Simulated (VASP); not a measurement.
# BaH (P6_3/mmc) in VASP: further runs

Runs on BaH. Level: PBE. Tasks: single point, relaxation of cell and atoms.

Everything below comes from runs of VASP 6.6.1. Logs are shortened: lines on timing, memory, paths and dates and some standing lists are left out, and cuts for length are marked.

**1. The cell of the first run**

It takes space group P6_3/mmc (No. 194, hexagonal). The conventional cell has a = 4.795 Å, b = 4.795 Å, c = 5.686 Å, α = 90.00°, β = 90.00°, γ = 120.00°. Within 3.6 Å of Ba (site symmetry -6m2) lie 5 H at 2.77 to 2.84 Å. H (site symmetry -6m2) has 5 Ba at 2.77 to 2.84 Å within 3.6 Å.

**2. Single point, PBE**

File INCAR:

```
PREC = Accurate
ENCUT = 520
EDIFF = 1E-7
ISMEAR = 0
SIGMA = 0.1
LREAL = False
LASPH = True
NELM = 80
ALGO = Normal
ISIF = 2
LWAVE = False
LCHARG = False
GGA = PE
NBANDS = 19
```

File KPOINTS:

```
regular mesh
0
Gamma
  12 12 8
```

File POSCAR:

```
BaH
1.0
    4.7951734475      0.0000000000      0.0000000000
   -2.3975867238      4.1527420211      0.0000000000
    0.0000000000      0.0000000000      5.6860188783
Ba H
2 2
Direct
    0.3333333333      0.6666666667      0.7500000000
    0.6666666667      0.3333333333      0.2500000000
    0.3333333333      0.6666666667      0.2500000000
    0.6666666667      0.3333333333      0.7500000000
```

Potentials or basis: VASP PAW PBE potentials, release 64 (Ba_sv, H).

The run is started by

```console
cat potpaw_PBE.64/Ba_sv/POTCAR potpaw_PBE.64/H/POTCAR > POTCAR
mpirun -np 1 vasp_std > vasp.out
```

OUTCAR:

```text
PREC = Accurate
   ENCUT = 520
   EDIFF = 1E-7
   ISMEAR = 0
   LREAL = False
   LASPH = True
   NELM = 80
   ISIF = 2
   GGA = PE

 ion  position               nearest neighbor table
   1  0.333  0.667  0.750-   4 2.77   4 2.77   4 2.77   2 3.97   2 3.97   2 3.97   2 3.97   2 3.97
                             2 3.97
   2  0.667  0.333  0.250-   3 2.77   3 2.77   3 2.77   1 3.97   1 3.97   1 3.97   1 3.97   1 3.97
                             1 3.97
   3  0.333  0.667  0.250-   2 2.77   2 2.77   2 2.77
   4  0.667  0.333  0.750-   1 2.77   1 2.77   1 2.77

  LATTYP: Found a hexagonal cell.
 ALAT       =     4.7951734475
 C/A-ratio  =     1.1857796054

  Lattice vectors:

 A1 = (   4.7951734475,   0.0000000000,   0.0000000000)
 A2 = (  -2.3975867238,   4.1527420211,   0.0000000000)
 A3 = (   0.0000000000,   0.0000000000,   5.6860188783)

Analysis of symmetry for initial positions (statically):
=====================================================================
 Subroutine PRICEL returns:
 Original cell was already a primitive cell.

 Routine SETGRP: Setting up the symmetry group for a
 hexagonal supercell.

 Subroutine GETGRP returns: Found 24 space group operations
 (whereof 12 operations were pure point group operations)
 out of a pool of 24 trial point group operations.

The static configuration has the point symmetry D_3d.
 The point group associated with its full space group is D_6h.

Analysis of symmetry for dynamics (positions and initial velocities):
=====================================================================
 Subroutine PRICEL returns:
 Original cell was already a primitive cell.

 Routine SETGRP: Setting up the symmetry group for a
 hexagonal supercell.

 Subroutine GETGRP returns: Found 24 space group operations
 (whereof 12 operations were pure point group operations)
 out of a pool of 24 trial point group operations.

The dynamic configuration has the point symmetry D_3d.
 The point group associated with its full space group is D_6h.

 Subroutine INISYM returns: Found 24 space group operations
 (whereof 12 operations are pure point group operations),
 and found     1 'primitive' translations

----------------------------------------------------------------------------------------

                                     Primitive cell

  volume of cell :     113.2264

  direct lattice vectors                    reciprocal lattice vectors
     4.795173447  0.000000000  0.000000000     0.208543030  0.120402374  0.000000000
    -2.397586724  4.152742021  0.000000000     0.000000000  0.240804749  0.000000000
     0.000000000  0.000000000  5.686018878     0.000000000  0.000000000  0.175869975

  length of vectors
     4.795173447  4.795173448  5.686018878     0.240804749  0.240804749  0.175869975

  position of ions in fractional coordinates (direct lattice)
     0.333333333  0.666666667  0.750000000
     0.666666667  0.333333333  0.250000000
     0.333333333  0.666666667  0.250000000
     0.666666667  0.333333333  0.750000000

  ion indices of the primitive-cell ions
   primitive index   ion index
                 1           1
                 2           2
                 3           3
                 4           4

----------------------------------------------------------------------------------------

 KPOINTS: regular mesh

Automatic generation of k-mesh.
 Grid dimensions read from file:
 generate k-points for:   12   12    8

 Generating k-lattice:

  Cartesian coordinates                     Fractional coordinates (reciprocal lattice)
     0.017378586  0.010033531  0.000000000     0.083333333  0.000000000  0.000000000
     0.000000000  0.020067062  0.000000000     0.000000000  0.083333333  0.000000000
     0.000000000  0.000000000  0.021983747     0.000000000  0.000000000  0.125000000

  Length of vectors
     0.020067062  0.020067062  0.021983747

  Shift w.r.t. Gamma in fractional coordinates (k-lattice)
     0.000000000  0.000000000  0.000000000

 Subroutine IBZKPT returns following result:
 ===========================================

 Found     95 irreducible k-points:

 Following reciprocal coordinates:
            Coordinates               Weight
  0.000000  0.000000  0.000000      1.000000
  0.083333  0.000000  0.000000      6.000000
  0.166667  0.000000  0.000000      6.000000
  0.250000  0.000000  0.000000      6.000000
  0.333333 -0.000000  0.000000      6.000000
  0.416667 -0.000000  0.000000      6.000000
[... 16 lines left out ...]
  0.250000  0.000000  0.125000     12.000000
  0.333333 -0.000000  0.125000     12.000000
 [... further k-points ...]
   k-points           NKPTS =     95   k-points in BZ     NKDIM =     95   number of bands    NBANDS=     19
   number of dos      NEDOS =    301   number of ions     NIONS =      4
   total plane-waves  NPLWV =  54432
   dimension x,y,z NGX =    36 NGY =   36 NGZ =   42
   dimension x,y,z NGXF=    72 NGYF=   72 NGZF=   84
   ions per type =               2   2
   NGX,Y,Z   is equivalent  to a cutoff of  12.48, 12.48, 12.28 a.u.
   NGXF,Y,Z  is equivalent  to a cutoff of  24.96, 24.96, 24.56 a.u.
 SYSTEM =  unknown system
   PREC   = accura    normal or accurate (medium, high low for compatibility)
   ISTART =      0    job   : 0-new  1-cont  2-samecut
   ICHARG =      2    charge: 1-file 2-atom 10-const
   ISPIN  =      1    spin polarized calculation?
   LNONCOLLINEAR =      F non collinear calculations
   LSORBIT =      F    spin-orbit coupling
   LASPH  =      T    aspherical Exc in radial PAW
   ENCUT  =  520.0 eV  38.22 Ry    6.18 a.u.   8.92  8.92 10.57*2*pi/ulx,y,z
   NELM   =     80;   NELMIN=  2; NELMDL= -5     # of ELM steps
   EDIFF  = 0.1E-06   stopping-criterion for ELM
   LREAL  =      F    real-space projection
   EDIFFG = 0.1E-05   stopping-criterion for IOM
   NSW    =      0    number of steps for IOM
   IBRION =     -1    ionic relax: 0-MD 1-quasi-New 2-CG
   NFREE  =      0    steps in history (QN), initial steepest desc. (CG)
   ISIF   =      2    stress and relaxation
   ISYM   =      2    0-nonsym 1-usesym 2-fastsym
   POTIM  = 0.5000    time-step for ionic-motion
   TEBEG  =    0.0;   TEEND  =   0.0 temperature during run
   PSTRESS=    0.0 pullay stress
   NELECT =      22.0000    total number of electrons
   NUPDOWN=      -1.0000    fix difference up-down
   EMIN   =  10.00;   EMAX   =-10.00  energy-range for DOS
   EFERMI =   0.00;   METHOD = LEGACY
   ISMEAR =     0;   SIGMA  =   0.10  broadening in eV -4-tet -1-fermi 0-gaus
   EFERMI_NEDOS =   21; number of points for ismear=-14 and -15
   IALGO  =     38    algorithm
   IMIX   =      4    mixing-type and parameters
     AMIX     =   0.40;   BMIX     =  1.00
     AMIX_MAG =   1.60;   BMIX_MAG =  1.00
  volume/ion in A,a.u.               =      28.31       191.02
  Fermi-wavevector in a.u.,A,eV,Ry     =   0.948200  1.791838 12.232765  0.899083
  Thomas-Fermi vector in A             =   2.076366
   LORBIT       =      0    0 simple, 1 ext, 2 COOP (PROOUT), +10 PAW based schemes
   GGA     = PE    functional components
   LHFCALC =     F    Hartree Fock is set to
   AEXX    =    0.0000 exact exchange contribution
   IVDW    =     0    specifies the selected vdW correction
   LEPSILON=     F    determine dielectric tensor
   LRPA    =     F    only Hartree local field effects (RPA)
 non-spin polarized calculation
 Gauss-broadening in eV      SIGMA  =   0.10
  energy-cutoff  :      520.00
  volume of cell :      113.23
 maximum number of plane-waves:      3081
 NGX is ok and might be reduce to    36
   NGX = 17   NGY = 17   NGZ = 21

 number of electron      21.9999998 magnetization

 Free energy of the ion-electron system (eV)
  ---------------------------------------------------
  ext. energy  EPLUGINS =         0.00000000
  ---------------------------------------------------
  free energy    TOTEN  =       -11.66812436 eV

  energy without entropy =      -11.64940062  energy(sigma->0) =      -11.65876249

 E-fermi :   2.0562     XC(G=0):  -8.0102

 val. band max:        2.0533047958   @ k =   0.3333   0.1667   0.3750
 cond. band min:       2.0588832365   @ k =   0.3333   0.2500   0.1250
 fundamental gap:      0.0055784407
 Fermi energy:         2.0561644631

 k-point     1 :       0.0000    0.0000    0.0000
  band No.  band energies     occupation
      1     -26.6111      2.00000
      2     -26.4385      2.00000
      3     -12.2951      2.00000
      4     -11.7761      2.00000
      5     -11.7761      2.00000
      6     -11.4591      2.00000
[... 11 lines left out ...]
     18       5.3779      0.00000
     19       6.3475      0.00000

 k-point     2 :       0.0833    0.0000    0.0000
  band No.  band energies     occupation
      1     -26.6077      2.00000
      2     -26.4404      2.00000
      3     -12.2813      2.00000
      4     -11.7896      2.00000
      5     -11.7854      2.00000
      6     -11.4787      2.00000
[... 11 lines left out ...]
     18       5.0568      0.00000
     19       6.6255      0.00000

 k-point     3 :       0.1667    0.0000    0.0000
  band No.  band energies     occupation
      1     -26.5981      2.00000
      2     -26.4459      2.00000
      3     -12.2411      2.00000
      4     -11.8270      2.00000
      5     -11.8095      2.00000
      6     -11.5304      2.00000
[... 11 lines left out ...]
     18       5.3530      0.00000
     19       6.8065      0.00000

 k-point     4 :       0.2500    0.0000    0.0000
  band No.  band energies     occupation
      1     -26.5835      2.00000
      2     -26.4548      2.00000
      3     -12.1785      2.00000
      4     -11.8788      2.00000
      5     -11.8401      2.00000
      6     -11.5973      2.00000
[... 11 lines left out ...]
     18       6.2218      0.00000
     19       6.9835      0.00000

 k-point     5 :       0.3333   -0.0000    0.0000
  band No.  band energies     occupation
      1     -26.5661      2.00000
      2     -26.4665      2.00000
      3     -12.1015      2.00000
      4     -11.9316      2.00000
      5     -11.8686      2.00000
      6     -11.6600      2.00000
[... 11 lines left out ...]
     18       6.5780      0.00000
     19       7.2942      0.00000

 k-point     6 :       0.4167   -0.0000    0.0000
  band No.  band energies     occupation
      1     -26.5498      2.00000
      2     -26.4786      2.00000
      3     -12.0259      2.00000
      4     -11.9710      2.00000
      5     -11.8884      2.00000
      6     -11.7032      2.00000
[... 11 lines left out ...]
     18       6.4738      0.00000
     19       7.3823      0.00000

 k-point     7 :       0.5000    0.0000    0.0000
  band No.  band energies     occupation
      1     -26.5421      2.00000
      2     -26.4848      2.00000
      3     -11.9890      2.00000
      4     -11.9855      2.00000
      5     -11.8955      2.00000
      6     -11.7186      2.00000
[... 11 lines left out ...]
     18       6.4821      0.00000
     19       6.9017      0.00000

 k-point     8 :       0.0833    0.0833    0.0000
  band No.  band energies     occupation
      1     -26.6012      2.00000
      2     -26.4440      2.00000
      3     -12.2543      2.00000
      4     -11.8115      2.00000
      5     -11.8058      2.00000
      6     -11.5130      2.00000
[... 256 lines left out ...]
 k-point    20 :       0.0000    0.0000    0.1250
  band No.  band energies     occupation
      1     -26.6045      2.00000
      2     -26.4451      2.00000
      3     -12.2698      2.00000
      4     -11.7643      2.00000
      5     -11.7643      2.00000
      6     -11.4714      2.00000
[... 11 lines left out ...]
     18       5.0157      0.00000
     19       6.1269      0.00000

 k-point    21 :       0.0833    0.0000    0.1250
  band No.  band energies     occupation
      1     -26.6014      2.00000
      2     -26.4468      2.00000
      3     -12.2600      2.00000
      4     -11.7745      2.00000
      5     -11.7731      2.00000
      6     -11.5183      2.00000
[... 11 lines left out ...]
     18       5.0395      0.00000
     19       6.1825      0.00000

 k-point    22 :       0.1667    0.0000    0.1250
  band No.  band energies     occupation
      1     -26.5923      2.00000
      2     -26.4517      2.00000
      3     -12.2328      2.00000
      4     -11.8016      2.00000
      5     -11.7962      2.00000
      6     -11.6012      2.00000
[... 11 lines left out ...]
     18       5.4518      0.00000
     19       6.3283      0.00000

 k-point    23 :       0.2500    0.0000    0.1250
  band No.  band energies     occupation
      1     -26.5785      2.00000
      2     -26.4597      2.00000
      3     -12.1950      2.00000
      4     -11.8354      2.00000
      5     -11.8255      2.00000
      6     -11.6908      2.00000
[... 11 lines left out ...]
     18       6.2988      0.00000
     19       6.5346      0.00000

 k-point    24 :       0.3333   -0.0000    0.1250
  band No.  band energies     occupation
      1     -26.5622      2.00000
      2     -26.4702      2.00000
      3     -12.1586      2.00000
      4     -11.8624      2.00000
      5     -11.8528      2.00000
      6     -11.7671      2.00000
[... 11 lines left out ...]
     18       6.5489      0.00000
     19       6.9249      0.00000

 [... further k-points ...]

------------------------ aborting loop because EDIFF is reached ----------------------------------------

  FORCE on cell =-STRESS in cart. coord.  units (eV):
  Direction    XX          YY          ZZ          XY          YZ          ZX
  --------------------------------------------------------------------------------------
  -------------------------------------------------------------------------------------
  Total        0.1910185      0.1910185      0.2497705     -0.0000000      0.0000000      0.0000000
  in kB        2.7029526      2.7029526      3.5343054     -0.0000000      0.0000000      0.0000000
  external PRESSURE =       2.9800702 kB  Pullay stress =       0.0000000 kB

 VOLUME and BASIS-vectors are now :
 -----------------------------------------------------------------------------
  energy-cutoff  :      520.00
  volume of cell :      113.23
      direct lattice vectors                 reciprocal lattice vectors
     4.795173447  0.000000000  0.000000000     0.208543030  0.120402374  0.000000000
    -2.397586724  4.152742021  0.000000000     0.000000000  0.240804749  0.000000000
     0.000000000  0.000000000  5.686018878     0.000000000  0.000000000  0.175869975

 POSITION                                       TOTAL-FORCE (eV/Angst)
 -----------------------------------------------------------------------------------
     -0.00000      2.76849      4.26451        -0.000000     -0.000000      0.000000
      2.39759      1.38425      1.42150         0.000000      0.000000      0.000000
     -0.00000      2.76849      1.42150         0.000000      0.000000      0.000000
      2.39759      1.38425      4.26451         0.000000     -0.000000      0.000000
 -----------------------------------------------------------------------------------
    total drift:                               -0.000000      0.000000     -0.000000

  FREE ENERGIE OF THE ION-ELECTRON SYSTEM (eV)
  ---------------------------------------------------
  free  energy   TOTEN  =       -11.6681243638 eV

  energy  without entropy=      -11.6494006215  energy(sigma->0) =      -11.65876249
```

Wall time 2.7 min (1 thread of Intel Xeon Platinum 8259CL at 2.50GHz (Skylake/Cascade Lake), shared host); peak memory 0.34 GiB.

Results:

```
Free energy            : -11.6681 eV
Pressure               : 0.3 GPa
Band gap on the k mesh : zero (bands 11 and 12 overlap by 1.62 eV)
```

Stress tensor (GPa, compression positive):
```
0.27 0.00 0.00
0.00 0.27 0.00
0.00 0.00 0.35
```

Caveat: spin-orbit coupling is left out, which moves the levels of the heavy elements.

**3. Relaxation of cell and atoms, PBE**

This run uses another cell than the first one, of 28.09 Å³/atom.

File INCAR:

```
  PREC = Accurate
  ENCUT = 600
  EDIFF = 1E-6
  ISMEAR = 0
  SIGMA = 0.1
  LREAL = False
  LASPH = True
  NELM = 60
  ALGO = Normal
  ISIF = 3
  LWAVE = False
  LCHARG = False
  GGA = PE
  IBRION = 2
  NSW = 100
  EDIFFG = -0.01
```

File KPOINTS:

```
Automatic mesh
0
Gamma
  12 12 8
```

File POSCAR:

```
BaH
1.0
    4.7756331758      0.0000000000      0.0000000000
   -2.3878165879      4.1358196494      0.0000000000
    0.0000000000      0.0000000000      5.6888900939
Ba H
2 2
Direct
    0.3333333333      0.6666666667      0.7500000000
    0.6666666667      0.3333333333      0.2500000000
    0.3333333333      0.6666666667      0.2500000000
    0.6666666667      0.3333333333      0.7500000000
```

Potentials or basis: VASP PAW PBE potentials, release 64 (Ba_sv, H).

The run is started by

```console
cat potpaw_PBE.64/Ba_sv/POTCAR potpaw_PBE.64/H/POTCAR > POTCAR
mpirun -np 1 vasp_std > vasp.out
```

Wall time 5.4 min (1 thread of Intel Xeon Platinum 8259CL at 2.50GHz (Skylake/Cascade Lake), shared host); peak memory 0.4 GiB.

The run converged. Its results:

```
Free energy                           : -11.6708 eV
Relaxed volume                        : 28.74 Å³/atom
Relaxed cell                          : a = 4.813 Å, b = 4.813 Å, c = 5.730 Å, α = 90.00°, β = 90.00°, γ = 120.00°
Space group after relaxing (to 0.1 Å) : P6_3/mmc (No. 194)
Energy gained by relaxing             : 1.0 meV/atom
Ionic steps                           : 3
Pressure after relaxing               : 0.0 GPa
Band gap on the k mesh                : zero (bands 11 and 12 overlap by 1.63 eV)
```

Step by step:
```
step  energy change (eV)  largest force (eV/Å)  pressure (GPa)  volume (Å³)
   1              0.0000                0.0000            0.49       112.36
   2             -0.0031                0.0000            0.21       113.77
   3             -0.0038                0.0000           -0.01       114.97
```

Final structure:
```
Ba H
1.0
     4.81315    0.00000    0.00000
    -2.40658    4.16831    0.00000
     0.00000    0.00000    5.73038
Ba H
2 2
Direct
  0.33333 0.66667 0.75000
  0.66667 0.33333 0.25000
  0.33333 0.66667 0.25000
  0.66667 0.33333 0.75000
```

Levels at points of the mesh, in eV from the Fermi level:
```csv
k point,band 7,band 8,band 9,band 10,band 11,band 12,band 13,band 14,band 15
"(0.00, 0.00, 0.00)",-13.55,-13.48,-4.76,-4.23,1.33,1.33,1.61,1.90,1.90
"(0.50, 0.00, 0.00)",-13.77,-13.52,-3.84,-3.77,-0.12,0.50,1.07,2.54,2.89
"(0.00, 0.00, 0.50)",-13.70,-13.70,-3.81,-3.81,0.94,0.94,0.94,0.94,1.46
"(0.50, 0.00, 0.50)",-13.53,-13.53,-3.14,-3.14,-0.28,-0.28,1.79,1.79,2.15
```

Caveat: spin-orbit coupling is left out, which moves the levels of the heavy elements.
